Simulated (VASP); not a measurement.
Runs of VASP 6.6.1 on Co. The structure is that of space group P6_3/mmc (No. 194), or close to it. The cells are those of the table. 

```csv
task,spin,cell,k mesh,cutoff (eV),smearing,gap on the mesh (eV),pressure (GPa),moment (μB)
single point,"collinear, ferromagnetic start","a = 2.499, b = 2.499, c = 8.083 Å, angles 90.0, 90.0, 120.0°, 4 atoms",16 × 16 × 5,520,fermi-dirac 0.05 eV,none,(b),6.35
relaxation of cell and atoms,off,"relaxed from a = 2.502, b = 2.502, c = 8.171 Å, angles 90.0, 90.0, 120.0°, 4 atoms",14 × 14 × 4,600,fermi-dirac 0.1 eV,-,0.1,-
single point,off,"a = 2.485, b = 2.485, c = 8.089 Å, angles 90.0, 90.0, 120.0°, 4 atoms",14 × 14 × 4,520,fermi-dirac 0.1 eV,none,-0.3,-
single point,off,"a = 2.485, b = 2.485, c = 8.089 Å, angles 90.0, 90.0, 120.0°, 4 atoms",19 × 19 × 5,520,fermi-dirac 0.1 eV,none,(a),-
single point,"collinear, ferromagnetic start","a = 2.428, b = 2.428, c = 7.852 Å, angles 90.0, 90.0, 120.0°, 4 atoms",16 × 16 × 5,520,fermi-dirac 0.05 eV,none,31.4,6.16
single point,"collinear, ferromagnetic start","a = 2.534, b = 2.534, c = 8.194 Å, angles 90.0, 90.0, 120.0°, 4 atoms",16 × 16 × 5,520,fermi-dirac 0.05 eV,none,(c),6.47
single point,"collinear, ferromagnetic start","a = 2.631, b = 2.631, c = 8.509 Å, angles 90.0, 90.0, 120.0°, 4 atoms",16 × 16 × 5,520,fermi-dirac 0.05 eV,none,-15.9,6.85
single point,"collinear, ferromagnetic start","a = 2.534, b = 2.534, c = 8.194 Å, angles 90.0, 90.0, 120.0°, 4 atoms",19 × 19 × 5,520,fermi-dirac 0.05 eV,none,-0.3,6.54
```

Alike in all rows: level BLYP; potentials or basis VASP PAW PBE potentials, release 64 (Co).

Question: Estimate the missing entries.

Answer: (a) -0.2; (b) 7.6; (c) -0.6.

Caveats: the PAW data sets were made with another functional, which shifts forces and pressure a little; the bands computed are all filled at some k points, so no gap is given (some runs).

A gap of «none» marks levels without a gap at the run's occupations.
